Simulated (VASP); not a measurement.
## Ag: single point with PBE0

The system is Ag.

```xyz
2
Lattice="2.9047 0.0000 0.0000 -1.4524 2.5156 0.0000 0.0000 0.0000 4.8193" Properties=species:S:1:pos:R:3 pbc="T T T"
Ag    1.4524    0.8385    3.6145
Ag    0.0000    1.6770    1.2048
```

This isn't the form of Ag at room conditions, which is fcc.

```json
{"Program": "VASP 6.6.1", "Task": "single point", "Functional": "PBE0", "Potentials or basis": "VASP PAW PBE potentials, release 64 (Ag)", "Cutoff": "520 eV", "k mesh": "5 × 5 × 3", "Occupations": "fermi-dirac, width 0.05 eV", "Spin": "no spin polarisation", "Dipole correction": "no", "Grid for exact exchange (PRECFOCK)": "Normal", "Further INCAR settings": "ALGO = Normal; EDIFF = 1e-06; NBANDS = 18", "Share of exact exchange": "0.25"}
```

The pressure is -0.2 GPa and the band gap on the k mesh is zero (bands 11 and 12 overlap by 6.83 eV).

Levels at points of the mesh, in eV from the Fermi level:
```csv
k point,band 7,band 8,band 9,band 10,band 11,band 12,band 13,band 14,band 15,band 16
"(0.00, 0.00, 0.00)",-6.90,-6.49,-6.49,-5.47,-5.47,-1.58,3.33,16.19,17.78,18.42
```

Run time: 24 min on 1 thread of Intel Xeon 8259CL, with other jobs on the host, peak memory 0.17 GiB.

Caveat: the k points lie up to 0.50 Å⁻¹ apart, too coarse for converged energies and pressures of a metal; the PAW data sets were made with another functional, which shifts forces and pressure a little.
